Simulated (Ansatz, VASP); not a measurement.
**One calculation of N, two programs**

The input INCAR:

```
SYSTEM = N
ALGO = Normal
EDIFF = 1E-6
ENCUT = 520
GGA = PE
ISIF = 2
ISMEAR = 0
LASPH = .TRUE.
LCHARG = .FALSE.
LREAL = .FALSE.
LWAVE = .FALSE.
NBANDS = 18
NELM = 80
PREC = Accurate
SIGMA = 0.1
```

KPOINTS

```
k-points
0
G
  10 6 12
  0 0 0
```

POSCAR

```
N
1.0
    4.4145279300      0.0000000000      0.0000000000
    0.0000000000      7.9493681000      0.0000000000
    0.0000000000      0.0000000000      3.6452824500
N
4
Direct
    0.0317264458      0.2500000000      0.6743948819
    0.9682735542      0.7500000000      0.3256051181
    0.4682735542      0.7500000000      0.1743948819
    0.5317264458      0.2500000000      0.8256051181
```

Input for Ansatz:

```yaml
crystal:
  lattice:
    - [4.41452793, 0.0, 0.0]
    - [0.0, 7.9493681, 0.0]
    - [0.0, 0.0, 3.64528245]
  atoms:
    - { symbol: "N", position: [0.0317264458, 0.25, 0.6743948819] }
    - { symbol: "N", position: [0.9682735542, 0.75, 0.3256051181] }
    - { symbol: "N", position: [0.4682735542, 0.75, 0.1743948819] }
    - { symbol: "N", position: [0.5317264458, 0.25, 0.8256051181] }
basis:
  ecutwfc: 420
kpoints:
  mp_grid: { grid: [10, 6, 12] }
hamiltonian:
  xc: pbe
scf:
  occupations: { method: gaussian, width: 0.1 }
output:
  forces: true
  stress: true
  eigenvalues: true
  populations: true
```

Alike in both runs: task single point; functional PBE; k mesh 10 × 6 × 12; occupations gaussian, width 0.1 eV; no spin polarisation.

|  | VASP | Ansatz |
| --- | --- | --- |
| version | VASP 6.6.1 | Ansatz 0.2.0 |
| potentials or method | VASP PAW PBE potentials, release 64 (N), cutoff 520 eV | scalar-relativistic, plane waves, PAW |
| valence electrons in the cell | 20 | 20 |

```tsv
	VASP	Ansatz	Ansatz less VASP
gap on the k mesh at the Fermi level (eV)	none	none	-
pressure (GPa)	-12.5	-12.5	+0.05
traceless stress, the component that is largest in VASP (GPa)	-21.61	-21.63	-0.020
rms of the force components (eV/Å)	0.696	0.697	+0.0007
```

Atom by atom the forces differ by 0.001 eV/Å (rms over components). A gap of «none» marks a metal or a gap that the smearing closes.
